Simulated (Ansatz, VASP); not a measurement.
## Two plane-wave programs on MnHg

File INCAR:

```
ALGO = Fast
EDIFF = 1E-6
ENCUT = 520
GGA = PE
ISIF = 2
ISMEAR = -1
ISPIN = 2
LASPH = T
LCHARG = T
LELF = T
LMAXMIX = 4
LORBIT = 11
LREAL = F
LVHAR = T
LWAVE = F
MAGMOM = 0 0.28
NBANDS = 24
NELM = 150
PREC = Accurate
SIGMA = 0.05
```

The input KPOINTS:

```
k-points
0
Gamma
  8 8 8
```

Contents of POSCAR:

```
MnHg
1.0
    3.3150000000      0.0000000000      0.0000000000
    0.0000000000      3.3150000000      0.0000000000
    0.0000000000      0.0000000000      3.3150000000
Hg Mn
1 1
Direct
    0.0000000000      0.0000000000      0.0000000000
    0.5000000000      0.5000000000      0.5000000000
```

input.yaml

```yaml
crystal:
  lattice:
    - [3.315, 0.0, 0.0]
    - [0.0, 3.315, 0.0]
    - [0.0, 0.0, 3.315]
  atoms:
    - { symbol: Hg, position: [0.0, 0.0, 0.0] }
    - { symbol: Mn, position: [0.5, 0.5, 0.5], spin: 0.28 }
hamiltonian:
  xc: pbe
  pseudopotentials: { kind: paw }
magnetization:
  spin_polarized: true
kpoints:
  mp_grid: { grid: [8, 8, 8] }
scf:
  occupations: { method: fermi_dirac, width: 0.05 }
output:
  forces: true
  stress: true
  eigenvalues: true
  write_density: true
  write_potential: true
  elf: true
  volumetric_format: npy
```

Alike in both runs: task single point; functional PBE; k mesh 8 × 8 × 8; occupations fermi-dirac, width 0.05 eV; collinear spin.

|  | VASP | Ansatz |
| --- | --- | --- |
| version | VASP 6.6.1 | Ansatz 0.2.0 |
| potentials or method | VASP PAW PBE potentials, release 64 (Hg, Mn_pv) | Ansatz PAW |
| plane-wave cutoff (eV) | 520 | 420 |
| valence electrons in the cell | 25 | 35 |

|  | VASP | Ansatz | Ansatz less VASP |
| --- | --- | --- | --- |
| gap on the k mesh at the Fermi level (eV) | none | none | - |
| pressure (GPa) | 1.0 | 0.6 | -0.42 |
| net moment per atom (μB) | 1.95 | 1.95 | -0.001 |
| size of the moment on the site where the two differ most (μB) | 3.83 | 3.88 | +0.055 |

Site moments also hang on the region over which each program counts them. A gap of «none» marks a metal or a gap that the smearing closes. With one functional, cell and mesh, what is left measures potentials, basis and numerics. VASP's potentials hold 25 valence electrons a cell and Ansatz's 35, so a difference there can come from the potentials and not from the codes.

Spin-orbit coupling is off throughout.
